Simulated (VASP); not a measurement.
A run of VASP 6.6.1 is set up as follows.

File INCAR:

```
PREC = Accurate
ENCUT = 520
EDIFF = 1E-6
ISMEAR = 0
SIGMA = 0.15
LREAL = F
LASPH = T
NELM = 100
ALGO = Normal
ISIF = 2
LWAVE = F
LCHARG = T
GGA = PE
LELF = T
LVHAR = T
NBANDS = 21
```

KPOINTS

```
Automatic mesh
0
Gamma
  21 21 12
```

File POSCAR:

```
Ru
1.0
    2.7197977385      0.0000000000      0.0000000000
   -1.3598988693      2.3554139347      0.0000000000
    0.0000000000      0.0000000000      4.2966597850
Ru
2
Direct
    0.3333333333      0.6666666667      0.2500000000
    0.6666666667      0.3333333333      0.7500000000
```

Potentials or basis: VASP PAW PBE potentials, release 64 (Ru_pv).

Run with:

```console
$ cat potpaw_PBE.64/Ru_pv/POTCAR > POTCAR
$ mpirun -np 1 vasp_std > vasp.out
```

Problem. Predict the pressure.

Solution. 0.0 GPa.

Problem. Estimate the band gap on the k mesh.

Solution. Zero (band 14 reaches 14.12 eV, above the bottom of band 15 at 11.02 eV).

Stress tensor (GPa, compression positive):
```
 0.23  0.00  0.00
 0.00  0.23  0.00
 0.00  0.00 -0.40
```
